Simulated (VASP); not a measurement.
Runs of VASP 6.6.1 on Zn. The structure is that of space group P6_3/mmc (No. 194), or close to it. The cells are those of the table. 

| task | cell | cutoff (eV) | gap on the mesh (eV) | pressure (GPa) |
| --- | --- | --- | --- | --- |
| single point | a = 2.591, b = 2.591, c = 4.754 Å, angles 90.0, 90.0, 120.0°, 2 atoms | 520 | none | 3.4 |
| relaxation of shape and atoms at fixed volume | relaxed from a = 2.546, b = 2.546, c = 4.620 Å, angles 90.0, 90.0, 120.0°, 2 atoms | 600 | none | 8.1 |
| single point | a = 2.573, b = 2.573, c = 4.670 Å, angles 90.0, 90.0, 120.0°, 2 atoms | 520 | none | 6.2 |
| relaxation of shape and atoms at fixed volume | relaxed from a = 2.564, b = 2.564, c = 4.705 Å, angles 90.0, 90.0, 120.0°, 2 atoms | 600 | none | 6.2 |
| single point | a = 2.601, b = 2.601, c = 5.009 Å, angles 90.0, 90.0, 120.0°, 2 atoms | 520 | none | (a) |

Alike in all rows: level PBEsol; potentials or basis VASP PAW PBE potentials, release 64 (Zn); no spin polarisation; k mesh 18 × 18 × 8; smearing gaussian 0.1 eV.

Task: Estimate the missing entries.

Result: (a) -1.2.

Caveats: the PAW data sets were made with another functional, which shifts forces and pressure a little.

A gap of «none» marks levels without a gap at the run's occupations.
